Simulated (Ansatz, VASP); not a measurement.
**Cd: VASP beside Ansatz**

```
CELL_PARAMETERS angstrom
1.54417 0.89153 7.56519
-1.54417 0.89153 7.56519
0.00000 -1.78306 7.56519
ATOMIC_POSITIONS crystal
Cd 0.00000 0.00000 0.00000
Cd 0.77800 0.77800 0.77800
Cd 0.22200 0.22200 0.22200
```

Alike in both runs: functional PBEsol; k mesh 12 × 12 × 12; occupations gaussian, width 0.1 eV; no spin polarisation.

Ansatz relaxed the structure, and its values are those at the end. VASP's run is a single point on that final structure, the one shown.

|  | VASP | Ansatz |
| --- | --- | --- |
| version | VASP 6.6.1 | Ansatz 0.2.0 |
| potentials or method | VASP PAW PBE potentials, release 64 (Cd), cutoff 520 eV | scalar-relativistic, plane waves, PAW |
| valence electrons in the cell | 36 | 60 |

```tsv
	VASP	Ansatz	Ansatz less VASP
gap on the k mesh at the Fermi level (eV)	none	none	-
pressure (GPa)	0.3	-0.1	-0.40
```

VASP's potentials were made for PBE, not for PBEsol. A gap of «none» marks a metal or a gap that the smearing closes. With one functional, cell and mesh, what is left measures potentials, basis and numerics. VASP's potentials hold 36 valence electrons a cell and Ansatz's 60, so a difference there can come from the potentials and not from the codes.
